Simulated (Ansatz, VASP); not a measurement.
**SnSe2 in VASP and in Ansatz**

```
CELL_PARAMETERS angstrom
3.82516 0.00000 0.00000
-1.91258 3.31269 0.00000
0.00000 0.00000 6.22706
ATOMIC_POSITIONS crystal
Sn 0.00000 0.00000 0.00000
Se 0.33333 0.66667 0.25308
Se 0.66667 0.33333 0.74692
```

Alike in both runs: task single point; functional PBE; k mesh 6 × 6 × 4; occupations fermi-dirac, width 0.2 eV; no spin polarisation.

```csv
,VASP,Ansatz
version,VASP 6.6.1,Ansatz 0.2.0
potentials or method,"VASP PAW PBE potentials, release 64 (Sn_d, Se)",plane waves
plane-wave cutoff (eV),520,420
valence electrons in the cell,26,46
```

Ansatz gave:

```
pressure (GPa)                                                : 3.1
traceless stress, the component that is largest in VASP (GPa) : 0.07
rms of the force components (eV/Å)                            : 0.141
```

Q: What did VASP give for the same quantities?

A: Pressure (GPa): 3.2; traceless stress, the component that is largest in VASP (GPa): 0.08; rms of the force components (eV/Å): 0.147.

Atom by atom the forces differ by 0.007 eV/Å (rms over components). VASP's potentials hold 26 valence electrons a cell and Ansatz's 46, so a difference there can come from the potentials and not from the codes.
